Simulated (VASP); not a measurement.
# Co (Fm-3m) in VASP: a series of runs

Runs on Co. Level: r2SCAN. Tasks: single point.

Program: VASP 6.6.1. These are calculated values, not measurements. Logs are shortened: lines on timing, memory, paths and dates and some standing lists are left out, and cuts for length are marked.

## Step 1: The cell of the first run

The structure is cubic, space group Fm-3m (No. 225). The conventional cell has a = 3.512 Å, b = 3.512 Å, c = 3.512 Å, α = 90.00°, β = 90.00°, γ = 90.00°. Co (site symmetry m-3m) has 12 Co at 2.48 Å within 3.3 Å.

This isn't the form of Co at room conditions, which is hcp.

## Step 2: Single point, r2SCAN, collinear spin, ferromagnetic start

Contents of POSCAR:

```
Co
1.0
    0.0000000000      1.7562444945      1.7562444945
    1.7562444945      0.0000000000      1.7562444945
    1.7562444945      1.7562444945      0.0000000000
Co
1
Direct
    0.0000000000      0.0000000000      0.0000000000
```

Contents of INCAR.step1:

```
  PREC = Accurate
  ENCUT = 520
  ISMEAR = 0
  SIGMA = 0.05
  LREAL = F
  LASPH = T
  NELM = 150
  ISPIN = 2
  MAGMOM = 0.5
  LMAXMIX = 4
  NBANDS = 14
  GGA = PE
  ALGO = Normal
  EDIFF = 1E-4
  LWAVE = T
  LCHARG = F
```

Contents of INCAR.step2:

```
  PREC = Accurate
  ENCUT = 520
  EDIFF = 1E-6
  ISMEAR = 0
  SIGMA = 0.05
  LREAL = F
  LASPH = T
  NELM = 150
  ALGO = Normal
  ISIF = 2
  LWAVE = F
  LCHARG = F
  ISPIN = 2
  MAGMOM = 0.5
  LORBIT = 11
  LMAXMIX = 4
  METAGGA = R2SCAN
  LMIXTAU = T
  NBANDS = 14
  ISTART = 1
```

Contents of KPOINTS:

```
regular mesh
0
Gamma
  20 20 20
```

Potentials or basis: VASP PAW PBE potentials, release 64 (Co).

On the command line:

```
> cat potpaw_PBE.64/Co/POTCAR > POTCAR
> cp INCAR.step1 INCAR
> mpirun -np 1 vasp_std > vasp.out
> cp INCAR.step2 INCAR
> mpirun -np 1 vasp_std > vasp.out
```

OUTCAR:

```text
PREC = Accurate
   ENCUT = 520
   EDIFF = 1E-6
   ISMEAR = 0
   LREAL = F
   LASPH = T
   NELM = 150
   ISIF = 2
   ISPIN = 2
   LORBIT = 11
   METAGGA = R2SCAN
   ISTART = 1

 ion  position               nearest neighbor table
   1  0.000  0.000  0.000-

  LATTYP: Found a face centered cubic cell.
 ALAT       =     3.5124889890

  Lattice vectors:

 A1 = (   0.0000000000,   1.7562444945,   1.7562444945)
 A2 = (   1.7562444945,   0.0000000000,   1.7562444945)
 A3 = (   1.7562444945,   1.7562444945,   0.0000000000)

Analysis of symmetry for initial positions (statically):
=====================================================================
 Subroutine PRICEL returns:
 Original cell was already a primitive cell.

 Routine SETGRP: Setting up the symmetry group for a
 face centered cubic supercell.

 Subroutine GETGRP returns: Found 48 space group operations
 (whereof 48 operations were pure point group operations)
 out of a pool of 48 trial point group operations.

The static configuration has the point symmetry O_h .

Analysis of symmetry for dynamics (positions and initial velocities):
=====================================================================
 Subroutine PRICEL returns:
 Original cell was already a primitive cell.

 Routine SETGRP: Setting up the symmetry group for a
 face centered cubic supercell.

 Subroutine GETGRP returns: Found 48 space group operations
 (whereof 48 operations were pure point group operations)
 out of a pool of 48 trial point group operations.

The dynamic configuration has the point symmetry O_h .

Analysis of structural, dynamic, and magnetic symmetry:
=====================================================================
 Subroutine PRICEL returns:
 Original cell was already a primitive cell.

 Routine SETGRP: Setting up the symmetry group for a
 face centered cubic supercell.

 Subroutine GETGRP returns: Found 48 space group operations
 (whereof 48 operations were pure point group operations)
 out of a pool of 48 trial point group operations.

The overall configuration has the point symmetry O_h .

 Subroutine INISYM returns: Found 48 space group operations
 (whereof 48 operations are pure point group operations),
 and found     1 'primitive' translations

----------------------------------------------------------------------------------------

                                     Primitive cell

  volume of cell :      10.8339

  direct lattice vectors                    reciprocal lattice vectors
     0.000000000  1.756244494  1.756244494    -0.284698401  0.284698401  0.284698401
     1.756244494  0.000000000  1.756244494     0.284698401 -0.284698401  0.284698401
     1.756244494  1.756244494  0.000000000     0.284698401  0.284698401 -0.284698401

  length of vectors
     2.483704783  2.483704783  2.483704783     0.493112096  0.493112096  0.493112096

  position of ions in fractional coordinates (direct lattice)
     0.000000000  0.000000000  0.000000000

  ion indices of the primitive-cell ions
   primitive index   ion index
                 1           1

----------------------------------------------------------------------------------------

 KPOINTS: regular mesh

Automatic generation of k-mesh.
 Grid dimensions read from file:
 generate k-points for:   20   20   20

 Generating k-lattice:

  Cartesian coordinates                     Fractional coordinates (reciprocal lattice)
    -0.014234920  0.014234920  0.014234920     0.050000000  0.000000000  0.000000000
     0.014234920 -0.014234920  0.014234920     0.000000000  0.050000000  0.000000000
     0.014234920  0.014234920 -0.014234920     0.000000000  0.000000000  0.050000000

  Length of vectors
     0.024655605  0.024655605  0.024655605

  Shift w.r.t. Gamma in fractional coordinates (k-lattice)
     0.000000000  0.000000000  0.000000000

 Subroutine IBZKPT returns following result:
 ===========================================

 Found    256 irreducible k-points:

 Following reciprocal coordinates:
            Coordinates               Weight
  0.000000  0.000000  0.000000      1.000000
  0.050000  0.000000  0.000000      8.000000
  0.100000  0.000000  0.000000      8.000000
  0.150000  0.000000  0.000000      8.000000
  0.200000  0.000000  0.000000      8.000000
  0.250000  0.000000  0.000000      8.000000
[... 16 lines left out ...]
 -0.400000  0.050000  0.000000     24.000000
 -0.350000  0.050000  0.000000     24.000000
 [... further k-points ...]
   k-points           NKPTS =    256   k-points in BZ     NKDIM =    256   number of bands    NBANDS=     14
   number of dos      NEDOS =    301   number of ions     NIONS =      1
   total plane-waves  NPLWV =   5832
   dimension x,y,z NGX =    18 NGY =   18 NGZ =   18
   dimension x,y,z NGXF=    36 NGYF=   36 NGZF=   36
   ions per type =               1
   NGX,Y,Z   is equivalent  to a cutoff of  12.05, 12.05, 12.05 a.u.
   NGXF,Y,Z  is equivalent  to a cutoff of  24.10, 24.10, 24.10 a.u.
 SYSTEM =  unknown system
   PREC   = accura    normal or accurate (medium, high low for compatibility)
   ISTART =      1    job   : 0-new  1-cont  2-samecut
   ICHARG =      0    charge: 1-file 2-atom 10-const
   ISPIN  =      2    spin polarized calculation?
   LNONCOLLINEAR =      F non collinear calculations
   LSORBIT =      F    spin-orbit coupling
   LASPH  =      T    aspherical Exc in radial PAW
   ENCUT  =  520.0 eV  38.22 Ry    6.18 a.u.   4.62  4.62  4.62*2*pi/ulx,y,z
   NELM   =    150;   NELMIN=  2; NELMDL=  0     # of ELM steps
   EDIFF  = 0.1E-05   stopping-criterion for ELM
   LREAL  =      F    real-space projection
   EDIFFG = 0.1E-04   stopping-criterion for IOM
   NSW    =      0    number of steps for IOM
   IBRION =     -1    ionic relax: 0-MD 1-quasi-New 2-CG
   NFREE  =      0    steps in history (QN), initial steepest desc. (CG)
   ISIF   =      2    stress and relaxation
   ISYM   =      2    0-nonsym 1-usesym 2-fastsym
   POTIM  = 0.5000    time-step for ionic-motion
   TEBEG  =    0.0;   TEEND  =   0.0 temperature during run
   PSTRESS=    0.0 pullay stress
   NELECT =       9.0000    total number of electrons
   NUPDOWN=      -1.0000    fix difference up-down
   EMIN   =  10.00;   EMAX   =-10.00  energy-range for DOS
   EFERMI =   0.00;   METHOD = LEGACY
   ISMEAR =     0;   SIGMA  =   0.05  broadening in eV -4-tet -1-fermi 0-gaus
   EFERMI_NEDOS =   21; number of points for ismear=-14 and -15
   IALGO  =     38    algorithm
   IMIX   =      4    mixing-type and parameters
     AMIX     =   0.40;   BMIX     =  1.00
     AMIX_MAG =   1.60;   BMIX_MAG =  1.00
  volume/ion in A,a.u.               =      10.83        73.11
  Fermi-wavevector in a.u.,A,eV,Ry     =   1.538960  2.908213 32.224014  2.368398
  Thomas-Fermi vector in A             =   2.645255
   LORBIT       =     11    0 simple, 1 ext, 2 COOP (PROOUT), +10 PAW based schemes
   METAGGA = R2SCAN    functional components
   LHFCALC =     F    Hartree Fock is set to
   AEXX    =    0.0000 exact exchange contribution
   IVDW    =     0    specifies the selected vdW correction
   LEPSILON=     F    determine dielectric tensor
   LRPA    =     F    only Hartree local field effects (RPA)
 spin polarized calculation
 Gauss-broadening in eV      SIGMA  =   0.05
  energy-cutoff  :      520.00
  volume of cell :       10.83
 maximum number of plane-waves:       305
   NGX =  9   NGY =  9   NGZ =  9

 number of electron       9.0000000 magnetization       0.0010967

 number of electron       9.0000000 magnetization      -0.0007143

 Free energy of the ion-electron system (eV)
  ---------------------------------------------------
  ext. energy  EPLUGINS =         0.00000000
  ---------------------------------------------------
  free energy    TOTEN  =       -12.68070063 eV

  energy without entropy =      -12.67855384  energy(sigma->0) =      -12.67962724

 E-fermi :   9.9158     XC(G=0): -14.6167

 val. band max:        9.9154798154   @ k =   0.3500   0.0500   0.0000
 cond. band min:       9.9178929943   @ k =   0.5000   0.4500   0.0500
 fundamental gap:      0.0024131789
 Fermi energy:         9.9158126899

 spin component 1

 k-point     1 :       0.0000    0.0000    0.0000
  band No.  band energies     occupation
      1       0.7534      1.00000
      2       8.1364      1.00000
      3       8.1364      1.00000
      4       8.1364      1.00000
      5       9.2943      1.00000
      6       9.2943      1.00000
      7      34.0939      0.00000
      8      39.0923      0.00000
      9      39.0924      0.00000
     10      39.0924      0.00000
     11      41.9367      0.00000
     12      41.9367      0.00000
     13      41.9367      0.00000
     14      44.3854      0.00000
[... 375 lines left out ...]
 k-point    24 :      -0.3500    0.0500    0.0000
  band No.  band energies     occupation
      1       4.8117      1.00000
      2       8.0764      1.00000
      3       8.1573      1.00000
      4       8.1594      1.00000
      5       9.8347      0.98914
      6      10.2066      0.00000
      7      20.3667      0.00000
      8      32.5181      0.00000
      9      35.4459      0.00000
     10      37.8501      0.00000
     11      39.1536      0.00000
     12      41.1243      0.00000
     13      44.6728      0.00000
     14      46.7231      0.00000

 [... further k-points ...]

 spin component 2

 k-point     1 :       0.0000    0.0000    0.0000
  band No.  band energies     occupation
      1       0.7533      1.00000
      2       8.1396      1.00000
      3       8.1396      1.00000
      4       8.1396      1.00000
      5       9.2871      1.00000
      6       9.2871      1.00000
      7      34.0922      0.00000
      8      39.0904      0.00000
      9      39.0905      0.00000
     10      39.0905      0.00000
     11      41.9376      0.00000
     12      41.9377      0.00000
     13      41.9377      0.00000
     14      44.3860      0.00000
[... 375 lines left out ...]
 k-point    24 :      -0.3500    0.0500    0.0000
  band No.  band energies     occupation
      1       4.8125      1.00000
      2       8.0740      1.00000
      3       8.1567      1.00000
      4       8.1588      1.00000
      5       9.8338      0.98979
      6      10.2054      0.00000
      7      20.3674      0.00000
      8      32.5180      0.00000
      9      35.4458      0.00000
     10      37.8501      0.00000
     11      39.1528      0.00000
     12      41.1236      0.00000
     13      44.6713      0.00000
     14      46.7223      0.00000

 [... further k-points ...]
[... 5 lines left out ...]
  --------------------------------------------------------------------------------------
  -------------------------------------------------------------------------------------
  Total       -1.3433107     -1.3433107     -1.3433107      0.0000000      0.0000000      0.0000000
  in kB     -198.6561985   -198.6561985   -198.6561985      0.0000000      0.0000000      0.0000000
  external PRESSURE =    -198.6561985 kB  Pullay stress =       0.0000000 kB

 VOLUME and BASIS-vectors are now :
 -----------------------------------------------------------------------------
  energy-cutoff  :      520.00
  volume of cell :       10.83
      direct lattice vectors                 reciprocal lattice vectors
     0.000000000  1.756244494  1.756244494    -0.284698401  0.284698401  0.284698401
     1.756244494  0.000000000  1.756244494     0.284698401 -0.284698401  0.284698401
     1.756244494  1.756244494  0.000000000     0.284698401  0.284698401 -0.284698401

 POSITION                                       TOTAL-FORCE (eV/Angst)
 -----------------------------------------------------------------------------------
      0.00000      0.00000      0.00000         0.000000      0.000000      0.000000
 -----------------------------------------------------------------------------------
    total drift:                                0.000000     -0.000000      0.000000

  FREE ENERGIE OF THE ION-ELECTRON SYSTEM (eV)
  ---------------------------------------------------
  free  energy   TOTEN  =       -12.6807006335 eV

  energy  without entropy=      -12.6785538429  energy(sigma->0) =      -12.67962724

 total charge

# of ion       s       p       d       tot
------------------------------------------
    1        0.505   0.539   7.275   8.319

 magnetization (x)

# of ion       s       p       d       tot
------------------------------------------
    1       -0.000  -0.000  -0.001  -0.001
```

It took 2.7 min on 1 thread of AMD EPYC 9R45 (Zen 5), shared host; peak memory 0.14 GiB.

Results:

| Item | Value |
| --- | --- |
| Free energy | -12.6807 eV |
| Pressure | -19.9 GPa |
| Net moment | 0.00 μB per cell |
| Valence electrons inside the program's atomic spheres | Co 8.32 |

Caveat: the cell stands under tension; the PAW data sets were made with another functional, which shifts forces and pressure a little.

## Step 3: Single point, r2SCAN, collinear spin, ferromagnetic start

POSCAR is that of step 2.

INCAR.step1: that of step 2 with these lines changed.

```diff
@@ -8,3 +8,3 @@
   ISPIN = 2
-  MAGMOM = 0.5
+  MAGMOM = 2.14
   LMAXMIX = 4
```

INCAR.step2: that of step 2 with these lines changed.

```diff
@@ -11,5 +11,5 @@
   LWAVE = F
-  LCHARG = F
+  LCHARG = T
   ISPIN = 2
-  MAGMOM = 0.5
+  MAGMOM = 2.14
   LORBIT = 11
@@ -18,2 +18,4 @@
   LMIXTAU = T
+  LELF = T
+  LVHAR = T
   NBANDS = 14
```

KPOINTS is that of step 2.

Potentials or basis: VASP PAW PBE potentials, release 64 (Co).

On the command line:

```
> cat potpaw_PBE.64/Co/POTCAR > POTCAR
> cp INCAR.step1 INCAR
> mpirun -np 1 vasp_std > vasp.out
> cp INCAR.step2 INCAR
> mpirun -np 1 vasp_std > vasp.out
```

It took 2.6 min on 1 thread of AMD EPYC 9R45 (Zen 5), shared host; peak memory 0.14 GiB.

The run converged. Its results:

* Free energy: -13.2369 eV
* Pressure: 0.0 GPa
* Net moment: 1.83 μB per cell
* Site moments: Co +1.89 μB
* Valence electrons inside the program's atomic spheres: Co 8.30

Levels at points of the mesh, in eV from the Fermi level:
Spin up:
| k point | band 1 | band 2 | band 3 | band 4 | band 5 | band 6 | band 7 | band 8 | band 9 | band 10 |
| --- | --- | --- | --- | --- | --- | --- | --- | --- | --- | --- |
| (0.00, 0.00, 0.00) | -9.72 | -3.55 | -3.55 | -3.55 | -2.89 | -2.89 | 23.55 | 28.04 | 28.04 | 28.04 |
| (0.50, 0.00, 0.00) | -6.00 | -3.91 | -3.91 | -1.74 | -1.74 | -0.70 | 5.78 | 22.09 | 25.50 | 25.50 |
| (0.50, 0.50, 0.00) | -6.35 | -5.50 | -2.11 | -1.34 | -1.34 | 2.21 | 9.21 | 15.09 | 15.09 | 19.96 |
Spin down:
```csv
k point,band 1,band 2,band 3,band 4,band 5,band 6,band 7,band 8
"(0.00, 0.00, 0.00)",-10.17,-1.54,-1.54,-1.54,0.87,0.88,23.40,29.06
"(0.50, 0.00, 0.00)",-4.97,-1.16,-1.16,-1.14,1.30,1.30,7.11,21.83
"(0.50, 0.50, 0.00)",-4.26,-3.98,1.01,1.01,1.81,1.98,10.83,15.57
```

Caveat: the PAW data sets were made with another functional, which shifts forces and pressure a little.
